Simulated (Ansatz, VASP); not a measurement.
One calculation of Sb, two programs

```xyz
1
Lattice="-1.5297 1.5297 2.5207 1.5297 -1.5297 2.5207 1.5297 1.5297 -2.5207" Properties=species:S:1:pos:R:3 pbc="T T T"
Sb    0.0000    0.0000    0.0000
```

Change from the starting cell: volume scaled by 1.05.

Alike in both runs: task single point; functional PBE; k mesh 19 × 19 × 19; occupations fermi-dirac, width 0.05 eV; no spin polarisation.

|  | VASP | Ansatz |
| --- | --- | --- |
| version | VASP 6.6.1 | Ansatz 0.2.0 |
| potentials or method | VASP PAW PBE potentials, release 64 (Sb), cutoff 520 eV | all-electron LAPW, scalar-relativistic |

```csv
,VASP,Ansatz,Ansatz less VASP
pressure (GPa),13.1,13.2,+0.09
"traceless stress, the component that is largest in VASP (GPa)",-0.90,-0.85,+0.059
```

Ansatz ran all-electron here, and VASP with PAW potentials.

Neither program's run includes spin-orbit coupling.
